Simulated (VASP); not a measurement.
# KBr (P4/mmm) in VASP: notebook

Runs on KBr. Level: PBE. Tasks: single point.

Everything below comes from runs of VASP 6.6.1. Logs are shortened: lines on timing, memory, paths and dates and some standing lists are left out, and cuts for length are marked.

## Step 1: The cell of the first run

It takes space group P4/mmm (No. 123, tetragonal). The conventional cell has a = 3.976 Å, b = 3.976 Å, c = 3.828 Å, α = 90.00°, β = 90.00°, γ = 90.00°. K (site symmetry 4/mmm) has 8 Br at 3.40 Å and 6 K at 3.83 to 3.98 Å within 4.5 Å. Br (site symmetry 4/mmm) has 8 K at 3.40 Å and 6 Br at 3.83 to 3.98 Å within 4.5 Å.

## Step 2: Single point, PBE (uniaxial y strain -3.7%)

INCAR reads:

```
SYSTEM = KBr
PREC = Accurate
ENCUT = 520
EDIFF = 1E-7
ISMEAR = 0
SIGMA = 0.01
LREAL = .False.
LASPH = .True.
NELM = 100
ALGO = Normal
ISIF = 2
LWAVE = .False.
LCHARG = .False.
GGA = PE
NBANDS = 15
```

KPOINTS reads:

```
regular mesh
0
Gamma
  4 4 4
  0 0 0
```

POSCAR reads:

```
KBr
1.0
    3.9758690661      0.0000000000      0.0000000000
    0.0000000000      3.8275691499      0.0000000000
    0.0000000000      0.0000000000      3.9758690661
K Br
1 1
Direct
    0.0000000000      0.0000000000      0.0000000000
    0.5000000000      0.5000000000      0.5000000000
```

Potentials or basis: VASP PAW PBE potentials, release 64 (K_sv, Br).

Command:

```
cat potpaw_PBE.64/K_sv/POTCAR potpaw_PBE.64/Br/POTCAR > POTCAR
mpirun -np 1 vasp_std > vasp.out
```

OUTCAR:

```text
SYSTEM = KBr
   PREC = Accurate
   ENCUT = 520
   EDIFF = 1E-7
   ISMEAR = 0
   LREAL = .False.
   LASPH = .True.
   NELM = 100
   ISIF = 2
   GGA = PE

 ion  position               nearest neighbor table
   1  0.000  0.000  0.000-
   2  0.500  0.500  0.500-

  LATTYP: Found a simple tetragonal cell.
 ALAT       =     3.9758690661
 C/A-ratio  =     0.9627000000

  Lattice vectors:

 A1 = (  -3.9758690661,   0.0000000000,   0.0000000000)
 A2 = (   0.0000000000,   0.0000000000,   3.9758690661)
 A3 = (   0.0000000000,   3.8275691499,   0.0000000000)

Analysis of symmetry for initial positions (statically):
=====================================================================
 Subroutine PRICEL returns:
 Original cell was already a primitive cell.

 Routine SETGRP: Setting up the symmetry group for a
 simple tetragonal supercell.

 Subroutine GETGRP returns: Found 16 space group operations
 (whereof 16 operations were pure point group operations)
 out of a pool of 16 trial point group operations.

The static configuration has the point symmetry D_4h.

Analysis of symmetry for dynamics (positions and initial velocities):
=====================================================================
 Subroutine PRICEL returns:
 Original cell was already a primitive cell.

 Routine SETGRP: Setting up the symmetry group for a
 simple tetragonal supercell.

 Subroutine GETGRP returns: Found 16 space group operations
 (whereof 16 operations were pure point group operations)
 out of a pool of 16 trial point group operations.

The dynamic configuration has the point symmetry D_4h.

 Subroutine INISYM returns: Found 16 space group operations
 (whereof 16 operations are pure point group operations),
 and found     1 'primitive' translations

----------------------------------------------------------------------------------------

                                     Primitive cell

  volume of cell :      60.5044

  direct lattice vectors                    reciprocal lattice vectors
     3.975869066  0.000000000  0.000000000     0.251517337  0.000000000  0.000000000
     0.000000000  3.827569150  0.000000000     0.000000000  0.261262426  0.000000000
     0.000000000  0.000000000  3.975869066     0.000000000  0.000000000  0.251517337

  length of vectors
     3.975869066  3.827569150  3.975869066     0.251517337  0.261262426  0.251517337

  position of ions in fractional coordinates (direct lattice)
     0.000000000  0.000000000  0.000000000
     0.500000000  0.500000000  0.500000000

  ion indices of the primitive-cell ions
[... 80 lines left out ...]
   NUPDOWN=      -1.0000    fix difference up-down
   EMIN   =  10.00;   EMAX   =-10.00  energy-range for DOS
   EFERMI =   0.00;   METHOD = LEGACY
   ISMEAR =     0;   SIGMA  =   0.01  broadening in eV -4-tet -1-fermi 0-gaus
   EFERMI_NEDOS =   21; number of points for ismear=-14 and -15
   IALGO  =     38    algorithm
   IMIX   =      4    mixing-type and parameters
     AMIX     =   0.40;   BMIX     =  1.00
     AMIX_MAG =   1.60;   BMIX_MAG =  1.00
  volume/ion in A,a.u.               =      30.25       204.15
  Fermi-wavevector in a.u.,A,eV,Ry     =   1.050798  1.985720 15.023223  1.104176
  Thomas-Fermi vector in A             =   2.185815
   LORBIT       =      0    0 simple, 1 ext, 2 COOP (PROOUT), +10 PAW based schemes
   GGA     = PE    functional components
   LHFCALC =     F    Hartree Fock is set to
   AEXX    =    0.0000 exact exchange contribution
   IVDW    =     0    specifies the selected vdW correction
   LEPSILON=     F    determine dielectric tensor
   LRPA    =     F    only Hartree local field effects (RPA)
 non-spin polarized calculation
 Gauss-broadening in eV      SIGMA  =   0.01
  energy-cutoff  :      520.00
  volume of cell :       60.50
 maximum number of plane-waves:      1654
 NGX is ok and might be reduce to    30
   NGX = 15   NGY = 15   NGZ = 15

 number of electron      15.9999998 magnetization

 Free energy of the ion-electron system (eV)
  ---------------------------------------------------
  ext. energy  EPLUGINS =         0.00000000
  ---------------------------------------------------
  free energy    TOTEN  =        -6.03808250 eV

  energy without entropy =       -6.03808250  energy(sigma->0) =       -6.03808250

 E-fermi :  -0.0239     XC(G=0):  -8.1990

 val. band max:       -0.1521394534   @ k =   0.5000   0.0000   0.5000
 cond. band min:       3.8388113291   @ k =   0.0000   0.0000   0.0000
 fundamental gap:      3.9909507825
 Fermi energy:        -0.0238710538

 k-point     1 :       0.0000    0.0000    0.0000
  band No.  band energies     occupation
      1     -28.8654      2.00000
      2     -13.2598      2.00000
      3     -12.2860      2.00000
      4     -12.2860      2.00000
      5     -12.2711      2.00000
      6      -0.6650      2.00000
      7      -0.6650      2.00000
      8      -0.4089      2.00000
      9       3.8388      0.00000
     10       5.3462      0.00000
     11       5.5337      0.00000
     12       9.3537      0.00000
     13       9.6299      0.00000
     14       9.6299      0.00000
[... 293 lines left out ...]
      2     -12.7867      2.00000
      3     -12.4675      2.00000
      4     -12.4034      2.00000
      5     -12.4034      2.00000
      6      -2.0097      2.00000
      7      -1.9171      2.00000
      8      -1.9171      2.00000
      9       7.2620      0.00000
     10       7.2620      0.00000
     11       7.3753      0.00000
     12       9.3438      0.00000
     13       9.3438      0.00000
     14       9.6244      0.00000
     15      11.0987      0.00000

------------------------ aborting loop because EDIFF is reached ----------------------------------------

  FORCE on cell =-STRESS in cart. coord.  units (eV):
  Direction    XX          YY          ZZ          XY          YZ          ZX
  --------------------------------------------------------------------------------------
  -------------------------------------------------------------------------------------
  Total        0.4601980      1.0566119      0.4601980      0.0000000      0.0000000      0.0000000
  in kB       12.1861958     27.9794311     12.1861958      0.0000000      0.0000000      0.0000000
  external PRESSURE =      17.4506076 kB  Pullay stress =       0.0000000 kB

 VOLUME and BASIS-vectors are now :
 -----------------------------------------------------------------------------
  energy-cutoff  :      520.00
  volume of cell :       60.50
      direct lattice vectors                 reciprocal lattice vectors
     3.975869066  0.000000000  0.000000000     0.251517337  0.000000000  0.000000000
     0.000000000  3.827569150  0.000000000     0.000000000  0.261262426  0.000000000
     0.000000000  0.000000000  3.975869066     0.000000000  0.000000000  0.251517337

 POSITION                                       TOTAL-FORCE (eV/Angst)
 -----------------------------------------------------------------------------------
      0.00000      0.00000      0.00000         0.000000      0.000000      0.000000
      1.98793      1.91378      1.98793         0.000000      0.000000      0.000000
 -----------------------------------------------------------------------------------
    total drift:                                0.000000     -0.000000     -0.000000

  FREE ENERGIE OF THE ION-ELECTRON SYSTEM (eV)
  ---------------------------------------------------
  free  energy   TOTEN  =        -6.0380824951 eV

  energy  without entropy=       -6.0380824951  energy(sigma->0) =       -6.03808250
```

OSZICAR:

```text
N       E                     dE             d eps       ncg     rms          rms(c)
DAV:   1     0.985414630536E+02    0.98541E+02   -0.70560E+03   540   0.957E+02
DAV:   2    -0.868252897212E+00   -0.99410E+02   -0.91854E+02   745   0.233E+02
DAV:   3    -0.605182841168E+01   -0.51836E+01   -0.51604E+01   757   0.467E+01
DAV:   4    -0.622526952894E+01   -0.17344E+00   -0.17343E+00   748   0.750E+00
DAV:   5    -0.622648462378E+01   -0.12151E-02   -0.12151E-02   750   0.734E-01    0.298E+00
DAV:   6    -0.606239854919E+01    0.16409E+00   -0.13955E-01   645   0.225E+00    0.224E+00
DAV:   7    -0.603501928928E+01    0.27379E-01   -0.87733E-02   701   0.194E+00    0.103E+00
DAV:   8    -0.603775493620E+01   -0.27356E-02   -0.13589E-02   703   0.855E-01    0.104E-01
DAV:   9    -0.603794362090E+01   -0.18868E-03   -0.34135E-04   729   0.148E-01    0.755E-02
DAV:  10    -0.603807927449E+01   -0.13565E-03   -0.17328E-04   589   0.938E-02    0.118E-02
DAV:  11    -0.603808257117E+01   -0.32967E-05   -0.10445E-05   751   0.233E-02    0.554E-03
DAV:  12    -0.603808241517E+01    0.15601E-06   -0.16904E-06   680   0.108E-02    0.284E-03
DAV:  13    -0.603808254685E+01   -0.13168E-06   -0.11313E-07   622   0.275E-03    0.129E-03
DAV:  14    -0.603808249510E+01    0.51748E-07   -0.71495E-08   530   0.172E-03
   1 F= -.60380825E+01 E0= -.60380825E+01  d E =-.310255E-75
```

Run time: 17 s. Hardware: 1 thread of Intel Xeon Platinum 8488C (Sapphire Rapids), shared host; peak memory 0.16 GiB.

Results:

```
Free energy            : -6.0381 eV
Pressure               : 1.7 GPa
Band gap on the k mesh : 3.99 eV, indirect (least direct gap 4.25 eV)
```

Stress tensor (GPa, compression positive):
```
1.22 0.00 0.00
0.00 2.80 0.00
0.00 0.00 1.22
```

Levels at points of the mesh, in eV from the valence-band top:
| k point | band 6 | band 7 | band 8 | band 9 | band 10 | band 11 |
| --- | --- | --- | --- | --- | --- | --- |
| (0.00, 0.00, 0.00) | -0.51 | -0.51 | -0.26 | 3.99 | 5.50 | 5.69 |
| (0.50, 0.00, 0.00) | -2.36 | -0.53 | -0.25 | 6.67 | 6.97 | 7.94 |
| (0.00, 0.50, 0.00) | -2.38 | -0.47 | -0.47 | 6.68 | 7.08 | 8.12 |
| (0.50, 0.50, 0.00) | -1.76 | -1.64 | -0.20 | 5.11 | 6.32 | 7.77 |
| (0.50, 0.00, 0.50) | -1.71 | -1.71 | 0.00 | 5.02 | 6.62 | 8.18 |
| (0.50, 0.50, 0.50) | -1.86 | -1.77 | -1.77 | 7.41 | 7.41 | 7.53 |

Caveat: the cell differs from its parent crystal (uniaxial y strain -3.7%).

## Step 3: Single point, PBE (uniaxial z strain +2.0%)

INCAR reads:

```
PREC = Accurate ; ENCUT = 520
EDIFF = 1E-6 ; ISMEAR = 0
SIGMA = 0.01 ; LREAL = False
LASPH = True ; NELM = 80
ALGO = Normal ; ISIF = 2
LWAVE = False ; LCHARG = True
GGA = PE ; LELF = True
LVHAR = True ; NBANDS = 15
```

KPOINTS reads:

```
regular mesh
0
Gamma
  4 4 4
```

POSCAR reads:

```
KBr
1.0
    3.9758690661      0.0000000000      0.0000000000
    0.0000000000      3.9758690661      0.0000000000
    0.0000000000      0.0000000000      4.0561816212
K Br
1 1
Direct
    0.0000000000      0.0000000000      0.0000000000
    0.5000000000      0.5000000000      0.5000000000
```

Potentials or basis: VASP PAW PBE potentials, release 64 (K_sv, Br).

Command:

```
cat potpaw_PBE.64/K_sv/POTCAR potpaw_PBE.64/Br/POTCAR > POTCAR
mpirun -np 1 vasp_std > vasp.out
```

OUTCAR:

```text
PREC = Accurate
   ENCUT = 520
   EDIFF = 1E-6
   ISMEAR = 0
   LREAL = False
   LASPH = True
   NELM = 80
   ISIF = 2
   GGA = PE

 ion  position               nearest neighbor table
   1  0.000  0.000  0.000-
   2  0.500  0.500  0.500-

  LATTYP: Found a simple tetragonal cell.
 ALAT       =     3.9758690661
 C/A-ratio  =     1.0202000000

  Lattice vectors:

 A1 = (   3.9758690661,   0.0000000000,   0.0000000000)
 A2 = (   0.0000000000,   3.9758690661,   0.0000000000)
 A3 = (   0.0000000000,   0.0000000000,   4.0561816212)

Analysis of symmetry for initial positions (statically):
=====================================================================
 Subroutine PRICEL returns:
 Original cell was already a primitive cell.

 Routine SETGRP: Setting up the symmetry group for a
 simple tetragonal supercell.

 Subroutine GETGRP returns: Found 16 space group operations
 (whereof 16 operations were pure point group operations)
 out of a pool of 16 trial point group operations.

The static configuration has the point symmetry D_4h.
[... 164 lines left out ...]
      1     -29.2401      2.00000
      2     -13.4411      2.00000
      3     -12.6644      2.00000
      4     -12.6607      2.00000
      5     -12.6607      2.00000
      6      -0.9545      2.00000
      7      -0.8331      2.00000
      8      -0.8331      2.00000
      9       3.3468      0.00000
     10       5.1710      0.00000
     11       5.2506      0.00000
     12       9.0680      0.00000
     13       9.0680      0.00000
     14       9.1954      0.00000
[... 293 lines left out ...]
      2     -13.0417      2.00000
      3     -12.7911      2.00000
      4     -12.7911      2.00000
      5     -12.7623      2.00000
      6      -2.1116      2.00000
      7      -2.1116      2.00000
      8      -2.0719      2.00000
      9       6.8341      0.00000
     10       6.8771      0.00000
     11       6.8771      0.00000
     12       8.7999      0.00000
     13       8.9465      0.00000
     14       8.9465      0.00000
     15      10.5775      0.00000

------------------------ aborting loop because EDIFF is reached ----------------------------------------

  FORCE on cell =-STRESS in cart. coord.  units (eV):
  Direction    XX          YY          ZZ          XY          YZ          ZX
  --------------------------------------------------------------------------------------
  -------------------------------------------------------------------------------------
  Total        0.3171721      0.3171721      0.0181502      0.0000000      0.0000000      0.0000000
  in kB        7.9254508      7.9254508      0.4535357      0.0000000      0.0000000      0.0000000
  external PRESSURE =       5.4348125 kB  Pullay stress =       0.0000000 kB

 VOLUME and BASIS-vectors are now :
 -----------------------------------------------------------------------------
  energy-cutoff  :      520.00
  volume of cell :       64.12
      direct lattice vectors                 reciprocal lattice vectors
     3.975869066  0.000000000  0.000000000     0.251517337  0.000000000  0.000000000
     0.000000000  3.975869066  0.000000000     0.000000000  0.251517337  0.000000000
     0.000000000  0.000000000  4.056181621     0.000000000  0.000000000  0.246537284

 POSITION                                       TOTAL-FORCE (eV/Angst)
 -----------------------------------------------------------------------------------
      0.00000      0.00000      0.00000         0.000000      0.000000      0.000000
      1.98793      1.98793      2.02809         0.000000      0.000000      0.000000
 -----------------------------------------------------------------------------------
    total drift:                                0.000000      0.000000     -0.000000

  FREE ENERGIE OF THE ION-ELECTRON SYSTEM (eV)
  ---------------------------------------------------
  free  energy   TOTEN  =        -6.0688693703 eV

  energy  without entropy=       -6.0688693703  energy(sigma->0) =       -6.06886937
```

stdout:

```text
POSCAR found type information on POSCAR K Br
 POSCAR found :  2 types and       2 ions
 scaLAPACK will be used
 LDA part: xc-table for (Slater+PW92), standard interpolation
 POSCAR, INCAR and KPOINTS ok, starting setup
 FFT: planning ... GRIDC
 FFT: planning ... GRID_SOFT
 FFT: planning ... GRID
 WAVECAR not read
 entering main loop
```

It took 18 s on 1 thread of Intel Xeon Platinum 8488C (Sapphire Rapids), shared host; peak memory 0.16 GiB.

What came out:

```yaml
Free_energy: -6.0689 eV
Pressure: 0.5 GPa
Band_gap_on_the_k_mesh: 3.92 eV, indirect (least direct gap 4.18 eV)
```

Stress tensor (GPa, compression positive):
```
0.79 0.00 0.00
0.00 0.79 0.00
0.00 0.00 0.05
```

Caveat: the cell differs from its parent crystal (uniaxial z strain +2.0%). A k mesh can miss the band edges.
